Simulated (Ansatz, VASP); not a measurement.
## NaSnCl3: VASP beside Ansatz

```
Na Sn Cl
1.0
     5.61093    0.00000    0.00000
     0.00000    5.61093    0.00000
     0.00000    0.00000    5.50363
Na Sn Cl
1 1 3
Direct
  0.00000 0.00000 0.00000
  0.50000 0.50000 0.50000
  0.50000 0.50000 0.00000
  0.50000 0.00000 0.50000
  0.00000 0.50000 0.50000
```

Change from the starting cell: epitaxial_xy strain +1.5%.

Alike in both runs: task single point; functional PBE; k mesh 6 × 6 × 6; occupations fermi-dirac, width 0.02 eV; no spin polarisation.

```csv
,VASP,Ansatz
version,VASP 6.6.1,Ansatz 0.2.0
potentials or method,"VASP PAW PBE potentials, release 64 (Na_pv, Sn_d, Cl)","plane waves, PAW"
plane-wave cutoff (eV),520,420
valence electrons in the cell,42,44
```

VASP gave:

* gap on the k mesh at the Fermi level (eV): 0.81
* pressure (GPa): -0.2
* traceless stress, the component that is largest in VASP (GPa): 0.57

Question: What did Ansatz give for the same quantities?

Answer: gap on the k mesh at the Fermi level (eV): 0.81; pressure (GPa): -0.1; traceless stress, the component that is largest in VASP (GPa): 0.57.

VASP's potentials hold 42 valence electrons a cell and Ansatz's 44, so a difference there can come from the potentials and not from the codes.
